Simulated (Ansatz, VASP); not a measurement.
## C: VASP beside Ansatz

The input INCAR:

```
ALGO     = Normal         # electronic algorithm
EDIFF    = 1E-6           # SCF threshold, eV
ENCUT    = 520            # plane-wave cutoff, eV
GGA      = PE             # functional
ISIF     = 2              # what is computed and relaxed
ISMEAR   = 0              # smearing method
LASPH    = True           # aspherical terms in the spheres
LCHARG   = False          # write CHGCAR
LREAL    = False          # projectors in reciprocal space
LWAVE    = False          # write WAVECAR
NBANDS   = 11             # bands
NELM     = 60             # most SCF steps
PREC     = Accurate       # precision mode
SIGMA    = 0.05           # smearing width, eV
```

Contents of KPOINTS:

```
k-points
0
Gamma
  12 12 12
```

Contents of POSCAR:

```
C
1.0
    0.0000000000      1.6721391590      1.8415268559
    1.6721391590      0.0000000000      1.8415268559
    1.6721391590      1.6721391590      0.0000000000
C
2
Direct
    0.5000000000      0.5000000000      0.5000000000
    0.7500000000      0.7500000000      0.7500000000
```

Input for Ansatz:

```yaml
crystal:
  lattice:
    - [0.0, 1.672139159, 1.8415268559]
    - [1.672139159, 0.0, 1.8415268559]
    - [1.672139159, 1.672139159, 0.0]
  atoms:
    - { symbol: C, position: [0.5, 0.5, 0.5] }
    - { symbol: C, position: [0.75, 0.75, 0.75] }
basis:
  ecutwfc: 520.0
kpoints:
  mp_grid: { grid: [12, 12, 12] }
hamiltonian:
  xc: pbe
  pseudopotentials: { kind: paw, azcp: { folder: soft_1 } }
scf:
  occupations: { method: gaussian, width: 0.05 }
output:
  forces: true
  stress: true
  eigenvalues: true
```

Alike in both runs: task single point; functional PBE; k mesh 12 × 12 × 12; occupations gaussian, width 0.05 eV; no spin polarisation.

|  | VASP | Ansatz |
| --- | --- | --- |
| version | VASP 6.6.1 | Ansatz 0.2.0 |
| potentials or method | VASP PAW PBE potentials, release 64 (C), cutoff 520 eV | scalar-relativistic, plane waves, PAW |
| valence electrons in the cell | 8 | 8 |

|  | VASP | Ansatz | Ansatz less VASP |
| --- | --- | --- | --- |
| gap on the k mesh at the Fermi level (eV) | 3.09 | 3.11 | +0.011 |
| least direct gap on the mesh (eV) | 4.96 | 4.97 | +0.004 |

With one functional, cell and mesh, what is left measures potentials, basis and numerics.
